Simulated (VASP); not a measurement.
Runs of VASP 6.6.1 on AlCo. The structure is that of space group Pm-3m (No. 221), or close to it. The cells are those of the table. 

| task | cell | k mesh | cutoff (eV) | smearing | ions in elastic constants | gap on the mesh (eV) | pressure (GPa) | relaxed volume (Å³/atom) |
| --- | --- | --- | --- | --- | --- | --- | --- | --- |
| single point | a = 2.819 Å, 2 atoms | 6 × 6 × 6 | 520 | gaussian 0.1 eV | - | none | (a) | - |
| single point | a = 2.823 Å, 2 atoms | 14 × 14 × 14 | 520 | gaussian 0.1 eV | - | none | 0.1 | - |
| relaxation of cell and atoms | relaxed from a = 2.819 Å, 2 atoms | 14 × 14 × 14 | 600 | gaussian 0.1 eV | - | none | 0.0 | 11.25 |
| single point | a = 2.825 Å, 2 atoms | 14 × 14 × 14 | 520 | fermi-dirac 0.15 eV | - | none | 0.1 | - |
| relaxation of cell and atoms | relaxed from a = 2.823 Å, 2 atoms | 14 × 14 × 14 | 600 | fermi-dirac 0.15 eV | - | none | 0.0 | 11.27 |

Alike in all rows: level PBEsol; potentials or basis VASP PAW PBE potentials, release 64 (Al, Co); no spin polarisation.

**Question.** Estimate the missing entries.

**Answer.** (a) 1.0.

Caveats: some runs use coarse meshes; the PAW data sets were made with another functional, which shifts forces and pressure a little.

A gap of «none» marks levels without a gap at the run's occupations.
